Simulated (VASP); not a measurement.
# AlNi3 (Fm-3m) in VASP: further runs

Runs on AlNi3. Level: PBE. Tasks: single point.

Program: VASP 6.6.1. These are calculated values, not measurements. Logs are shortened: lines on timing, memory, paths and dates and some standing lists are left out, and cuts for length are marked.

## (1) The cell of the first run

The structure is cubic, space group Fm-3m (No. 225). Conventional cell: a = 5.672 Å, b = 5.672 Å, c = 5.672 Å, α = 90.00°, β = 90.00°, γ = 90.00°. Al (site symmetry m-3m) has 14 Ni at 2.46 to 2.84 Å within 3.2 Å. Within 3.2 Å of Ni (site symmetry -43m) lie 4 Al at 2.46 Å and 10 Ni at 2.46 to 2.84 Å. Ni (site symmetry m-3m) has 8 Ni at 2.46 Å and 6 Al at 2.84 Å within 3.2 Å.

## (2) Single point, PBE

POSCAR reads:

```
AlNi3
1.0
    0.0000000000      2.8361718440      2.8361718440
    2.8361718440      0.0000000000      2.8361718440
    2.8361718440      2.8361718440      0.0000000000
Al Ni
1 3
Direct
    0.5000000000      0.5000000000      0.5000000000
    0.2500000000      0.2500000000      0.2500000000
    0.0000000000      0.0000000000      0.0000000000
    0.7500000000      0.7500000000      0.7500000000
```

INCAR.step1 reads:

```
SYSTEM = AlNi3
PREC = Accurate ; ENCUT = 520
EDIFF = 1E-6 ; ISMEAR = 0
SIGMA = 0.1 ; LREAL = .False.
LASPH = .True. ; NELM = 60
ALGO = Fast ; ISIF = 2
LWAVE = .False. ; LCHARG = .True.
LMAXMIX = 4 ; GGA = PE
NBANDS = 24
```

KPOINTS.step1 reads:

```
regular mesh
0
Gamma
  14 14 14
  0 0 0
```

INCAR.step2 reads:

```
SYSTEM = AlNi3
PREC = Accurate ; ENCUT = 520
EDIFF = 1E-6 ; ISMEAR = -5
SIGMA = 0.1 ; LREAL = .False.
LASPH = .True. ; NELM = 60
ALGO = Fast ; ISIF = 2
LWAVE = .False. ; LCHARG = .False.
LMAXMIX = 4 ; GGA = PE
LORBIT = 11 ; NEDOS = 2001
ICHARG = 11
```

KPOINTS.step2 reads:

```
regular mesh
0
Gamma
  21 21 21
  0 0 0
```

Potentials or basis: VASP PAW PBE potentials, release 64 (Al, Ni).

The run is started by

```console
$ cat potpaw_PBE.64/Al/POTCAR potpaw_PBE.64/Ni/POTCAR > POTCAR
$ cp INCAR.step1 INCAR
$ cp KPOINTS.step1 KPOINTS
$ mpirun -np 1 vasp_std > vasp.out
$ cp INCAR.step2 INCAR
$ cp KPOINTS.step2 KPOINTS
$ mpirun -np 1 vasp_std > vasp.out
```

OUTCAR:

```text
SYSTEM = AlNi3
   PREC = Accurate
   ENCUT = 520
   EDIFF = 1E-6
   ISMEAR = -5
   LREAL = .False.
   LASPH = .True.
   NELM = 60
   ISIF = 2
   GGA = PE
   LORBIT = 11
   ICHARG = 11

 ion  position               nearest neighbor table
   1  0.500  0.500  0.500-   2 2.46   2 2.46   2 2.46   2 2.46   4 2.46   4 2.46   4 2.46   4 2.46
                             3 2.84   3 2.84   3 2.84   3 2.84   3 2.84   3 2.84
   2  0.250  0.250  0.250-   3 2.46   3 2.46   3 2.46   1 2.46   3 2.46   1 2.46   1 2.46   1 2.46
                             4 2.84   4 2.84   4 2.84   4 2.84   4 2.84   4 2.84
   3  0.000  0.000  0.000-   4 2.46   4 2.46   4 2.46   2 2.46   4 2.46   2 2.46   2 2.46   2 2.46
                             1 2.84   1 2.84   1 2.84   1 2.84   1 2.84   1 2.84
   4  0.750  0.750  0.750-   1 2.46   1 2.46   1 2.46   1 2.46   3 2.46   3 2.46   3 2.46   3 2.46
                             2 2.84   2 2.84   2 2.84   2 2.84   2 2.84   2 2.84

  LATTYP: Found a face centered cubic cell.
 ALAT       =     5.6723436880

  Lattice vectors:

 A1 = (   0.0000000000,   2.8361718440,   2.8361718440)
 A2 = (   2.8361718440,   0.0000000000,   2.8361718440)
 A3 = (   2.8361718440,   2.8361718440,   0.0000000000)

Analysis of symmetry for initial positions (statically):
=====================================================================
 Subroutine PRICEL returns:
 Original cell was already a primitive cell.

 Routine SETGRP: Setting up the symmetry group for a
 face centered cubic supercell.

 Subroutine GETGRP returns: Found 48 space group operations
 (whereof 48 operations were pure point group operations)
 out of a pool of 48 trial point group operations.

The static configuration has the point symmetry O_h .

Analysis of symmetry for dynamics (positions and initial velocities):
=====================================================================
 Subroutine PRICEL returns:
 Original cell was already a primitive cell.

 Routine SETGRP: Setting up the symmetry group for a
 face centered cubic supercell.

 Subroutine GETGRP returns: Found 48 space group operations
 (whereof 48 operations were pure point group operations)
 out of a pool of 48 trial point group operations.

The dynamic configuration has the point symmetry O_h .

 Subroutine INISYM returns: Found 48 space group operations
 (whereof 48 operations are pure point group operations),
 and found     1 'primitive' translations

----------------------------------------------------------------------------------------

                                     Primitive cell

  volume of cell :      45.6276

  direct lattice vectors                    reciprocal lattice vectors
     0.000000000  2.836171844  2.836171844    -0.176293972  0.176293972  0.176293972
     2.836171844  0.000000000  2.836171844     0.176293972 -0.176293972  0.176293972
     2.836171844  2.836171844  0.000000000     0.176293972  0.176293972 -0.176293972

  length of vectors
     4.010952687  4.010952687  4.010952687     0.305350117  0.305350117  0.305350117

  position of ions in fractional coordinates (direct lattice)
     0.500000000  0.500000000  0.500000000
     0.250000000  0.250000000  0.250000000
     0.000000000  0.000000000  0.000000000
     0.750000000  0.750000000  0.750000000

  ion indices of the primitive-cell ions
   primitive index   ion index
                 1           1
                 2           2
                 3           3
                 4           4

----------------------------------------------------------------------------------------

 KPOINTS: regular mesh

Automatic generation of k-mesh.
 Grid dimensions read from file:
 generate k-points for:   21   21   21

 Generating k-lattice:

  Cartesian coordinates                     Fractional coordinates (reciprocal lattice)
    -0.008394951  0.008394951  0.008394951     0.047619048  0.000000000  0.000000000
     0.008394951 -0.008394951  0.008394951     0.000000000  0.047619048  0.000000000
     0.008394951  0.008394951 -0.008394951     0.000000000  0.000000000  0.047619048

  Length of vectors
     0.014540482  0.014540482  0.014540482

  Shift w.r.t. Gamma in fractional coordinates (k-lattice)
     0.000000000  0.000000000  0.000000000

 TETIRR: Found   1276 inequivalent tetrahedra from    55566

 Subroutine IBZKPT returns following result:
 ===========================================

 Found    286 irreducible k-points:

 Following reciprocal coordinates:
            Coordinates               Weight
  0.000000  0.000000  0.000000      1.000000
  0.047619  0.000000  0.000000      8.000000
  0.095238  0.000000  0.000000      8.000000
  0.142857  0.000000  0.000000      8.000000
  0.190476  0.000000  0.000000      8.000000
  0.238095  0.000000  0.000000      8.000000
[... 16 lines left out ...]
 -0.428571  0.047619  0.000000     24.000000
 -0.380952  0.047619  0.000000     24.000000
 [... further k-points ...]
   k-points           NKPTS =    286   k-points in BZ     NKDIM =    286   number of bands    NBANDS=     20
   number of dos      NEDOS =   2001   number of ions     NIONS =      4
   total plane-waves  NPLWV =  27000
   dimension x,y,z NGX =    30 NGY =   30 NGZ =   30
   dimension x,y,z NGXF=    60 NGYF=   60 NGZF=   60
   ions per type =               1   3
   NGX,Y,Z   is equivalent  to a cutoff of  12.43, 12.43, 12.43 a.u.
   NGXF,Y,Z  is equivalent  to a cutoff of  24.87, 24.87, 24.87 a.u.
 SYSTEM =  AlNi3
   PREC   = accura    normal or accurate (medium, high low for compatibility)
   ISTART =      0    job   : 0-new  1-cont  2-samecut
   ICHARG =     11    charge: 1-file 2-atom 10-const
   ISPIN  =      1    spin polarized calculation?
   LNONCOLLINEAR =      F non collinear calculations
   LSORBIT =      F    spin-orbit coupling
   LASPH  =      T    aspherical Exc in radial PAW
   ENCUT  =  520.0 eV  38.22 Ry    6.18 a.u.   7.46  7.46  7.46*2*pi/ulx,y,z
   NELM   =     60;   NELMIN=  2; NELMDL=  0     # of ELM steps
   EDIFF  = 0.1E-05   stopping-criterion for ELM
   LREAL  =      F    real-space projection
   EDIFFG = 0.1E-04   stopping-criterion for IOM
   NSW    =      0    number of steps for IOM
   IBRION =     -1    ionic relax: 0-MD 1-quasi-New 2-CG
   NFREE  =      0    steps in history (QN), initial steepest desc. (CG)
   ISIF   =      2    stress and relaxation
   ISYM   =      2    0-nonsym 1-usesym 2-fastsym
   POTIM  = 0.5000    time-step for ionic-motion
   TEBEG  =    0.0;   TEEND  =   0.0 temperature during run
   PSTRESS=    0.0 pullay stress
   NELECT =      33.0000    total number of electrons
   NUPDOWN=      -1.0000    fix difference up-down
   EMIN   =  10.00;   EMAX   =-10.00  energy-range for DOS
   EFERMI =   0.00;   METHOD = LEGACY
   ISMEAR =    -5;   SIGMA  =   0.10  broadening in eV -4-tet -1-fermi 0-gaus
   EFERMI_NEDOS =   21; number of points for ismear=-14 and -15
   IALGO  =     68    algorithm
   IMIX   =      4    mixing-type and parameters
     AMIX     =   0.40;   BMIX     =  1.00
     AMIX_MAG =   1.60;   BMIX_MAG =  1.00
  volume/ion in A,a.u.               =      11.41        76.98
  Fermi-wavevector in a.u.,A,eV,Ry     =   1.469502  2.776957 29.380924  2.159437
  Thomas-Fermi vector in A             =   2.584872
   LORBIT       =     11    0 simple, 1 ext, 2 COOP (PROOUT), +10 PAW based schemes
   GGA     = PE    functional components
   LHFCALC =     F    Hartree Fock is set to
   AEXX    =    0.0000 exact exchange contribution
   IVDW    =     0    specifies the selected vdW correction
   LEPSILON=     F    determine dielectric tensor
   LRPA    =     F    only Hartree local field effects (RPA)
 non-spin polarized calculation
 RMM-DIIS sequential band-by-band and
 Fermi weights with tetrahedron method with Bloechl corrections
  energy-cutoff  :      520.00
  volume of cell :       45.63
 maximum number of plane-waves:      1247
 NGX is ok and might be reduce to    30

 number of electron      32.9999984 magnetization

 Free energy of the ion-electron system (eV)
  ---------------------------------------------------
  ext. energy  EPLUGINS =         0.00000000
  ---------------------------------------------------
  free energy    TOTEN  =       -21.68990777 eV

  energy without entropy =      -21.68990777  energy(sigma->0) =      -21.68990777

 E-fermi :   9.4658     XC(G=0): -12.6180

 val. band max:        9.4717107236   @ k =  -0.4762   0.3810   0.0952
 cond. band min:       9.4457729141   @ k =  -0.4286   0.4286   0.0000
 fundamental gap:     -0.0259378095
 Fermi energy:         9.4658012203

 k-point     1 :       0.0000    0.0000    0.0000
  band No.  band energies     occupation
      1      -0.4799      2.00000
      2       6.0518      2.00000
      3       6.0518      2.00000
      4       6.1444      2.00000
      5       6.1444      2.00000
      6       6.1444      2.00000
[... 12 lines left out ...]
     19      14.8134      0.00000
     20      15.1757      0.00000

 k-point     2 :       0.0476    0.0000    0.0000
  band No.  band energies     occupation
      1      -0.4470      2.00000
      2       6.0256      2.00000
      3       6.0256      2.00000
      4       6.1259      2.00000
      5       6.1880      2.00000
      6       6.1880      2.00000
[... 12 lines left out ...]
     19      14.6363      0.00000
     20      15.3673      0.00000
[... 465 lines left out ...]
      3       6.0872      2.00000
      4       6.0972      2.00000
      5       6.7988      2.00000
      6       6.9073      2.00000
[... 12 lines left out ...]
     19      13.5139      0.00000
     20      14.4002      0.00000

 k-point    24 :      -0.3810    0.0476    0.0000
  band No.  band energies     occupation
      1       1.7000      2.00000
      2       4.1636      2.00000
      3       6.0615      2.00000
      4       6.0832      2.00000
      5       6.7644      2.00000
      6       6.8714      2.00000
[... 12 lines left out ...]
     19      13.7810      0.00000
     20      14.3400      0.00000

 [... further k-points ...]

------------------------ aborting loop because EDIFF is reached ----------------------------------------

  FORCE on cell =-STRESS in cart. coord.  units (eV):
  Direction    XX          YY          ZZ          XY          YZ          ZX
  --------------------------------------------------------------------------------------
  -------------------------------------------------------------------------------------
  Total        0.1241727      0.1241727      0.1241727      0.0000000     -0.0000000     -0.0000000
  in kB        4.3602269      4.3602269      4.3602269      0.0000000     -0.0000000     -0.0000000
  external PRESSURE =       4.3602269 kB  Pullay stress =       0.0000000 kB

 VOLUME and BASIS-vectors are now :
 -----------------------------------------------------------------------------
  energy-cutoff  :      520.00
  volume of cell :       45.63
      direct lattice vectors                 reciprocal lattice vectors
     0.000000000  2.836171844  2.836171844    -0.176293972  0.176293972  0.176293972
     2.836171844  0.000000000  2.836171844     0.176293972 -0.176293972  0.176293972
     2.836171844  2.836171844  0.000000000     0.176293972  0.176293972 -0.176293972

 POSITION                                       TOTAL-FORCE (eV/Angst)
 -----------------------------------------------------------------------------------
      2.83617      2.83617      2.83617         0.000000      0.000000     -0.000000
      1.41809      1.41809      1.41809         0.000000     -0.000000     -0.000000
      0.00000      0.00000      0.00000         0.000000      0.000000     -0.000000
      4.25426      4.25426      4.25426        -0.000000     -0.000000      0.000000
 -----------------------------------------------------------------------------------
    total drift:                                0.000000     -0.000000      0.000000

  FREE ENERGIE OF THE ION-ELECTRON SYSTEM (eV)
  ---------------------------------------------------
  free  energy   TOTEN  =       -21.6899077706 eV

  energy  without entropy=      -21.6899077706  energy(sigma->0) =      -21.68990777

 total charge

# of ion       s       p       d       tot
------------------------------------------
    1        0.402   0.401   0.000   0.803
    2        0.468   0.497   8.423   9.388
    3        0.473   0.475   8.397   9.346
    4        0.468   0.497   8.423   9.388
--------------------------------------------------
tot          1.812   1.871  25.243  28.926
```

Wall time 2.2 min (1 thread of Intel Xeon 6975P-C (Granite Rapids), shared host); peak memory 0.34 GiB.

Results:

| Property | Result |
| --- | --- |
| Valence electrons inside the program's atomic spheres | Al 0.80; Ni 9.39, 9.35 (each value once) |

Caveat: tetrahedron occupations give inexact forces and stress in metals. Spin polarisation is off, so any magnetic state and its effect on volume and gap are missing.

## (3) Single point, PBE

POSCAR reads:

```
AlNi3
1.0
    0.0000000000      2.8361718561      2.8361718561
    2.8361718561      0.0000000000      2.8361718561
    2.8361718561      2.8361718561      0.0000000000
Al Ni
1 3
Direct
    0.5000000000      0.5000000000      0.5000000000
    0.2500000000      0.2500000000      0.2500000000
    0.0000000000      0.0000000000      0.0000000000
    0.7500000000      0.7500000000      0.7500000000
```

INCAR.step1 is that of step 2.

KPOINTS.step1 is that of step 2.

INCAR.step2 is that of step 2.

KPOINTS.step2 is that of step 2.

Potentials or basis: VASP PAW PBE potentials, release 64 (Al, Ni).

The run is started by

```console
$ cat potpaw_PBE.64/Al/POTCAR potpaw_PBE.64/Ni/POTCAR > POTCAR
$ cp INCAR.step1 INCAR
$ cp KPOINTS.step1 KPOINTS
$ mpirun -np 1 vasp_std > vasp.out
$ cp INCAR.step2 INCAR
$ cp KPOINTS.step2 KPOINTS
$ mpirun -np 1 vasp_std > vasp.out
```

Run time: 5.3 min. Hardware: 1 thread of Intel Xeon Platinum 8259CL at 2.50GHz (Skylake/Cascade Lake), shared host; peak memory 0.34 GiB.

Results (log left out):

* Valence electrons inside the program's atomic spheres: Al 0.80; Ni 9.39, 9.35 (each value once)

Levels at points of the mesh, in eV from the Fermi level:
| k point | band 14 | band 15 | band 16 | band 17 | band 18 | band 19 |
| --- | --- | --- | --- | --- | --- | --- |
| (0.00, 0.00, 0.00) | -0.54 | -0.51 | -0.51 | 5.35 | 5.35 | 5.35 |

Caveat: tetrahedron occupations give inexact forces and stress in metals. Spin polarisation is off, so any magnetic state and its effect on volume and gap are missing.
